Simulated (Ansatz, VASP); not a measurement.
**One calculation of AlN, two programs**

The input INCAR:

```
ALGO = Normal
EDIFF = 1E-6
ENCUT = 520
GGA = PS
ISIF = 2
ISMEAR = 0
LASPH = True
LCHARG = True
LELF = True
LREAL = False
LVHAR = True
LWAVE = False
NBANDS = 11
NELM = 100
PREC = Accurate
SIGMA = 0.05
```

Contents of KPOINTS:

```
k-points
0
Gamma
  10 10 10
```

The input POSCAR:

```
AlN
1.0
   -0.0507952616      1.8830344961      1.8830344961
    1.8830344961     -0.0507952616      1.8830344961
    1.8830344961      1.8830344961     -0.0507952616
Al N
1 1
Direct
    0.5000000000      0.5000000000      0.5000000000
    0.0000000000      0.0000000000      0.0000000000
```

Input for Ansatz:

```yaml
crystal:
  lattice:
    - [-0.0507952616, 1.8830344961, 1.8830344961]
    - [1.8830344961, -0.0507952616, 1.8830344961]
    - [1.8830344961, 1.8830344961, -0.0507952616]
  atoms:
    - { symbol: Al, position: [0.5, 0.5, 0.5] }
    - { symbol: "N", position: [0.0, 0.0, 0.0] }
basis:
  ecutwfc: 520.0
kpoints:
  mp_grid: { grid: [10, 10, 10] }
hamiltonian:
  xc: pbesol
  pseudopotentials: { kind: paw, azcp: { folder: soft_1 } }
scf:
  occupations: { method: gaussian, width: 0.05 }
output:
  forces: true
  stress: true
  eigenvalues: true
```

Alike in both runs: task single point; functional PBEsol; k mesh 10 × 10 × 10; occupations gaussian, width 0.05 eV; no spin polarisation.

|  | VASP | Ansatz |
| --- | --- | --- |
| version | VASP 6.6.1 | Ansatz 0.2.0 |
| potentials or method | VASP PAW PBE potentials, release 64 (Al, N), cutoff 520 eV | scalar-relativistic, plane waves, PAW |
| valence electrons in the cell | 8 | 8 |

|  | VASP | Ansatz | Ansatz less VASP |
| --- | --- | --- | --- |
| gap on the k mesh at the Fermi level (eV) | 4.23 | 4.23 | -0.001 |
| least direct gap on the mesh (eV) | 7.60 | 7.60 | -0.004 |

VASP's potentials were made for PBE, not for PBEsol, and Ansatz warns of the same on its side.
